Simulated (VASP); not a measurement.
# CoO (R-3m) in VASP: a series of runs

CoO is run at these levels: PBE; tasks: single point.

Everything below comes from runs of VASP 6.6.1. Logs are shortened: lines on timing, memory, paths and dates and some standing lists are left out, and cuts for length are marked.

**1. The cell of the first run**

The structure is trigonal, space group R-3m (No. 166). Conventional cell: a = 3.011 Å, b = 3.011 Å, c = 7.320 Å, α = 90.00°, β = 90.00°, γ = 120.00°. Within 2.8 Å of Co (site symmetry -3m) lie 6 O at 2.12 Å. O (site symmetry -3m) has 6 Co at 2.12 Å within 2.8 Å.

**2. Single point, PBE, collinear spin, ferromagnetic start**

The input, INCAR:

```
SYSTEM = CoO
  PREC = Accurate
  ENCUT = 600
  EDIFF = 1E-6
  ISMEAR = -1
  SIGMA = 0.05
  LREAL = .FALSE.
  LASPH = .TRUE.
  NELM = 200
  ALGO = Normal
  ISIF = 2
  LWAVE = .FALSE.
  LCHARG = .FALSE.
  ISPIN = 2
  MAGMOM = 1.5 0
  LORBIT = 11
  NUPDOWN = 1.5
  LMAXMIX = 4
  GGA = PE
  NBANDS = 22
  GGA_COMPAT = .FALSE.
```

The input, KPOINTS:

```
Automatic mesh
0
G
  9 9 9
  0 0 0
```

The input, POSCAR:

```
CoO
1.0
    1.5054695445      0.8691832468      2.4399269062
   -1.5054695445      0.8691832468      2.4399269062
    0.0000000000     -1.7383664936      2.4399269062
Co O
1 1
Direct
    0.0000000000      0.0000000000      0.0000000000
    0.5000000000      0.5000000000      0.5000000000
```

Potentials or basis: VASP PAW PBE potentials, release 64 (Co_sv, O).

Launch:

```console
$ cat potpaw_PBE.64/Co_sv/POTCAR potpaw_PBE.64/O/POTCAR > POTCAR
$ mpirun -np 1 vasp_std > vasp.out
```

OUTCAR:

```text
SYSTEM = CoO
   PREC = Accurate
   ENCUT = 600
   EDIFF = 1E-6
   ISMEAR = -1
   LREAL = .FALSE.
   LASPH = .TRUE.
   NELM = 200
   ISIF = 2
   ISPIN = 2
   LORBIT = 11
   NUPDOWN = 1.5
   GGA = PE

 ion  position               nearest neighbor table
   1  0.000  0.000  0.000-   2 2.12   2 2.12   2 2.12   2 2.12   2 2.12   2 2.12
   2  0.500  0.500  0.500-   1 2.12   1 2.12   1 2.12   1 2.12   1 2.12   1 2.12

  LATTYP: Found a trigonal (rhomboedric) cell.
 ALAT       =     2.9958573687
 COS(alpha) =     0.4949531368

  Lattice vectors:

 A1 = (   1.5054695445,   0.8691832468,   2.4399269062)
 A2 = (  -1.5054695445,   0.8691832468,   2.4399269062)
 A3 = (   0.0000000000,  -1.7383664936,   2.4399269062)

Analysis of symmetry for initial positions (statically):
=====================================================================
 Subroutine PRICEL returns:
 Original cell was already a primitive cell.

 Routine SETGRP: Setting up the symmetry group for a
 trigonal (rhombohedral) supercell.

 Subroutine GETGRP returns: Found 12 space group operations
 (whereof 12 operations were pure point group operations)
 out of a pool of 12 trial point group operations.

The static configuration has the point symmetry D_3d.

Analysis of symmetry for dynamics (positions and initial velocities):
=====================================================================
 Subroutine PRICEL returns:
 Original cell was already a primitive cell.

 Routine SETGRP: Setting up the symmetry group for a
 trigonal (rhombohedral) supercell.

 Subroutine GETGRP returns: Found 12 space group operations
 (whereof 12 operations were pure point group operations)
 out of a pool of 12 trial point group operations.

The dynamic configuration has the point symmetry D_3d.

Analysis of structural, dynamic, and magnetic symmetry:
=====================================================================
 Subroutine PRICEL returns:
 Original cell was already a primitive cell.

 Routine SETGRP: Setting up the symmetry group for a
 trigonal (rhombohedral) supercell.

 Subroutine GETGRP returns: Found 12 space group operations
 (whereof 12 operations were pure point group operations)
 out of a pool of 12 trial point group operations.

The overall configuration has the point symmetry D_3d.

 Subroutine INISYM returns: Found 12 space group operations
 (whereof 12 operations are pure point group operations),
 and found     1 'primitive' translations

----------------------------------------------------------------------------------------

[... 108 lines left out ...]
   EFERMI_NEDOS =   21; number of points for ismear=-14 and -15
   IALGO  =     38    algorithm
   IMIX   =      4    mixing-type and parameters
     AMIX     =   0.40;   BMIX     =  1.00
     AMIX_MAG =   1.60;   BMIX_MAG =  1.00
  volume/ion in A,a.u.               =       9.58        64.64
  Fermi-wavevector in a.u.,A,eV,Ry     =   1.739991  3.288106 41.192569  3.027568
  Thomas-Fermi vector in A             =   2.812726
   LORBIT       =     11    0 simple, 1 ext, 2 COOP (PROOUT), +10 PAW based schemes
   GGA     = PE    functional components
   LHFCALC =     F    Hartree Fock is set to
   AEXX    =    0.0000 exact exchange contribution
   IVDW    =     0    specifies the selected vdW correction
   LEPSILON=     F    determine dielectric tensor
   LRPA    =     F    only Hartree local field effects (RPA)
 spin polarized calculation
  energy-cutoff  :      600.00
  volume of cell :       19.16
 maximum number of plane-waves:       649
   NGX = 11   NGY = 11   NGZ = 11

 number of electron      22.9999978 magnetization       1.5000005

 Free energy of the ion-electron system (eV)
  ---------------------------------------------------
  ext. energy  EPLUGINS =         0.00000000
  ---------------------------------------------------
  free energy    TOTEN  =       -12.94402083 eV

  energy without entropy =      -12.90826154  energy(sigma->0) =      -12.92614118

 E-fermi :   9.0264     XC(G=0): -12.7383

 val. band max:        9.0261811689   @ k =  -0.2222   0.4444   0.2222
 cond. band min:       8.5844595038   @ k =  -0.4444   0.4444   0.3333
 fundamental gap:     -0.4417216652
 Fermi energy:         8.5771206803

 spin component 1

 k-point     1 :       0.0000    0.0000    0.0000
  band No.  band energies     occupation
      1     -86.7523      1.00000
      2     -50.0262      1.00000
      3     -50.0262      1.00000
      4     -50.0209      1.00000
      5     -11.4416      1.00000
      6       5.6223      1.00000
[... 589 lines left out ...]
     21      40.4138      0.00000
     22      40.4533      0.00000

 [... further k-points ...]

 spin component 2

 k-point     1 :       0.0000    0.0000    0.0000
  band No.  band energies     occupation
      1     -84.9878      1.00000
      2     -48.3021      1.00000
      3     -48.3021      1.00000
      4     -48.2941      1.00000
      5     -11.3928      1.00000
      6       5.6576      1.00000
[... 589 lines left out ...]
     21      40.4313      0.00000
     22      40.4696      0.00000

 [... further k-points ...]
[... 5 lines left out ...]
  --------------------------------------------------------------------------------------
  -------------------------------------------------------------------------------------
  Total       -1.5979671     -1.5979671     -1.5724248      0.0000000     -0.0000000      0.0000000
  in kB     -133.6494012   -133.6494012   -131.5131230      0.0000000     -0.0000000      0.0000000
  external PRESSURE =    -132.9373085 kB  Pullay stress =       0.0000000 kB

 VOLUME and BASIS-vectors are now :
 -----------------------------------------------------------------------------
  energy-cutoff  :      600.00
  volume of cell :       19.16
      direct lattice vectors                 reciprocal lattice vectors
     1.505469544  0.869183247  2.439926906     0.332122295  0.191750896  0.136616114
    -1.505469544  0.869183247  2.439926906    -0.332122295  0.191750896  0.136616114
     0.000000000 -1.738366494  2.439926906     0.000000000 -0.383501793  0.136616114

 POSITION                                       TOTAL-FORCE (eV/Angst)
 -----------------------------------------------------------------------------------
      0.00000      0.00000      0.00000         0.000000     -0.000000      0.000000
      0.00000      0.00000      3.65989         0.000000      0.000000      0.000000
 -----------------------------------------------------------------------------------
    total drift:                               -0.000000     -0.000000     -0.000000

  FREE ENERGIE OF THE ION-ELECTRON SYSTEM (eV)
  ---------------------------------------------------
  free  energy   TOTEN  =       -12.9440208259 eV

  energy  without entropy=      -12.9082615363  energy(sigma->0) =      -12.92614118

 total charge

# of ion       s       p       d       tot
------------------------------------------
    1        2.134   6.052   6.761  14.948
    2        1.557   3.384   0.000   4.941
--------------------------------------------------
tot          3.691   9.437   6.761  19.889

 magnetization (x)

# of ion       s       p       d       tot
------------------------------------------
    1        0.011   0.006   1.412   1.430
    2        0.020  -0.014   0.000   0.006
--------------------------------------------------
tot          0.032  -0.008   1.412   1.436
```

Run time: 29 s. Hardware: 1 thread of Intel Xeon 6975P-C (Granite Rapids), shared host; peak memory 0.19 GiB.

What came out:

| Property | Result |
| --- | --- |
| Free energy | -12.9440 eV |
| Pressure | -13.3 GPa |
| Net moment | 1.50 μB per cell |
| Site moments | Co +1.43; O +0.01 μB |
| Valence electrons inside the program's atomic spheres | Co 14.95; O 4.94 |

Stress tensor (GPa, compression positive):
```
-13.36   0.00   0.00
  0.00 -13.36   0.00
  0.00   0.00 -13.15
```

Caveat: the total moment is fixed, so each spin has its own Fermi level; a cell with one magnetic atom can't hold antiferromagnetic order, which such compounds often take.

**3. Single point, PBE, collinear spin, ferromagnetic start**

The input, INCAR:

```
SYSTEM = CoO
ALGO = Normal ; EDIFF = 1E-6
ENCUT = 600 ; GGA = PE
GGA_COMPAT = .False. ; ISIF = 2
ISMEAR = -1 ; ISPIN = 2
LASPH = .True. ; LCHARG = .False.
LMAXMIX = 4 ; LORBIT = 11
LREAL = .False. ; LWAVE = .False.
MAGMOM = 2.5 0 ; NBANDS = 22
NELM = 200 ; NUPDOWN = 2.5
PREC = Accurate ; SIGMA = 0.05
```

The input, KPOINTS:

```
k-points
0
Gamma
  9 9 9
  0 0 0
```

POSCAR is that of step 2.

Potentials or basis: VASP PAW PBE potentials, release 64 (Co_sv, O).

Launch:

```console
$ cat potpaw_PBE.64/Co_sv/POTCAR potpaw_PBE.64/O/POTCAR > POTCAR
$ mpirun -np 1 vasp_std > vasp.out
```

OUTCAR:

```text
SYSTEM = CoO
   EDIFF = 1E-6
   ENCUT = 600
   GGA = PE
   ISIF = 2
   ISMEAR = -1
   ISPIN = 2
   LASPH = .True.
   LORBIT = 11
   LREAL = .False.
   NELM = 200
   NUPDOWN = 2.5
   PREC = Accurate

 ion  position               nearest neighbor table
   1  0.000  0.000  0.000-   2 2.12   2 2.12   2 2.12   2 2.12   2 2.12   2 2.12
   2  0.500  0.500  0.500-   1 2.12   1 2.12   1 2.12   1 2.12   1 2.12   1 2.12

  LATTYP: Found a trigonal (rhomboedric) cell.
 ALAT       =     2.9958573687
 COS(alpha) =     0.4949531368

  Lattice vectors:

 A1 = (   1.5054695445,   0.8691832468,   2.4399269062)
 A2 = (  -1.5054695445,   0.8691832468,   2.4399269062)
 A3 = (   0.0000000000,  -1.7383664936,   2.4399269062)

Analysis of symmetry for initial positions (statically):
=====================================================================
 Subroutine PRICEL returns:
 Original cell was already a primitive cell.

 Routine SETGRP: Setting up the symmetry group for a
 trigonal (rhombohedral) supercell.

 Subroutine GETGRP returns: Found 12 space group operations
 (whereof 12 operations were pure point group operations)
 out of a pool of 12 trial point group operations.

The static configuration has the point symmetry D_3d.

Analysis of symmetry for dynamics (positions and initial velocities):
=====================================================================
 Subroutine PRICEL returns:
 Original cell was already a primitive cell.

 Routine SETGRP: Setting up the symmetry group for a
 trigonal (rhombohedral) supercell.

 Subroutine GETGRP returns: Found 12 space group operations
 (whereof 12 operations were pure point group operations)
 out of a pool of 12 trial point group operations.

The dynamic configuration has the point symmetry D_3d.

Analysis of structural, dynamic, and magnetic symmetry:
=====================================================================
 Subroutine PRICEL returns:
 Original cell was already a primitive cell.

 Routine SETGRP: Setting up the symmetry group for a
 trigonal (rhombohedral) supercell.

[... 139 lines left out ...]
   NGX = 11   NGY = 11   NGZ = 11

 number of electron      22.9999982 magnetization       2.5000004

 Free energy of the ion-electron system (eV)
  ---------------------------------------------------
  ext. energy  EPLUGINS =         0.00000000
  ---------------------------------------------------
  free energy    TOTEN  =       -13.11307600 eV

  energy without entropy =      -13.07056035  energy(sigma->0) =      -13.09181817

 E-fermi :   9.0734     XC(G=0): -12.7425

 val. band max:        9.0649103406   @ k =  -0.4444  -0.4444   0.2222
 cond. band min:       8.8422256105   @ k =  -0.3333   0.2222   0.1111
 fundamental gap:     -0.2226847301
 Fermi energy:         8.8376777696

 spin component 1

 k-point     1 :       0.0000    0.0000    0.0000
  band No.  band energies     occupation
      1     -87.5157      1.00000
      2     -50.7731      1.00000
      3     -50.7731      1.00000
      4     -50.7602      1.00000
      5     -11.3184      1.00000
      6       5.7732      1.00000
[... 589 lines left out ...]
     21      40.4327      0.00000
     22      40.4735      0.00000

 [... further k-points ...]

 spin component 2

 k-point     1 :       0.0000    0.0000    0.0000
  band No.  band energies     occupation
      1     -84.8110      1.00000
      2     -48.1299      1.00000
      3     -48.1299      1.00000
      4     -48.1239      1.00000
      5     -10.9914      1.00000
      6       6.1239      1.00000
[... 589 lines left out ...]
     21      40.5254      0.00000
     22      40.5652      0.00000

 [... further k-points ...]
[... 5 lines left out ...]
  --------------------------------------------------------------------------------------
  -------------------------------------------------------------------------------------
  Total       -0.7025579     -0.7025579     -0.7580041      0.0000000      0.0000000      0.0000000
  in kB      -58.7599371    -58.7599371    -63.3972991      0.0000000      0.0000000      0.0000000
  external PRESSURE =     -60.3057244 kB  Pullay stress =       0.0000000 kB

 VOLUME and BASIS-vectors are now :
 -----------------------------------------------------------------------------
  energy-cutoff  :      600.00
  volume of cell :       19.16
      direct lattice vectors                 reciprocal lattice vectors
     1.505469544  0.869183247  2.439926906     0.332122295  0.191750896  0.136616114
    -1.505469544  0.869183247  2.439926906    -0.332122295  0.191750896  0.136616114
     0.000000000 -1.738366494  2.439926906     0.000000000 -0.383501793  0.136616114

 POSITION                                       TOTAL-FORCE (eV/Angst)
 -----------------------------------------------------------------------------------
      0.00000      0.00000      0.00000        -0.000000     -0.000000      0.000000
      0.00000      0.00000      3.65989         0.000000      0.000000     -0.000000
 -----------------------------------------------------------------------------------
    total drift:                               -0.000000     -0.000000     -0.000000

  FREE ENERGIE OF THE ION-ELECTRON SYSTEM (eV)
  ---------------------------------------------------
  free  energy   TOTEN  =       -13.1130760028 eV

  energy  without entropy=      -13.0705603468  energy(sigma->0) =      -13.09181817

 total charge

# of ion       s       p       d       tot
------------------------------------------
    1        2.140   6.059   6.700  14.899
    2        1.555   3.415   0.000   4.969
--------------------------------------------------
tot          3.695   9.474   6.700  19.869

 magnetization (x)

# of ion       s       p       d       tot
------------------------------------------
    1        0.013   0.010   2.200   2.223
    2        0.026   0.156   0.000   0.183
--------------------------------------------------
tot          0.040   0.166   2.200   2.406
```

stdout:

```text
POSCAR found type information on POSCAR CoO
 POSCAR found :  2 types and       2 ions
 scaLAPACK will be used
 LDA part: xc-table for (Slater+PW92), standard interpolation
 POSCAR, INCAR and KPOINTS ok, starting setup
 FFT: planning ... GRIDC
 FFT: planning ... GRID_SOFT
 FFT: planning ... GRID
 WAVECAR not read
 entering main loop
```

Run time: 34 s. Hardware: 1 thread of Intel Xeon 6975P-C (Granite Rapids), shared host; peak memory 0.19 GiB.

Results:

```yaml
Free_energy: -13.1131 eV
Pressure: -6.0 GPa
Net_moment: 2.50 μB per cell
Site_moments: Co +2.22; O +0.18 μB
Valence_electrons_inside_the_program's_atomic_spheres: Co 14.90; O 4.97
```

Caveat: the total moment is fixed, so each spin has its own Fermi level; a cell with one magnetic atom can't hold antiferromagnetic order, which such compounds often take.
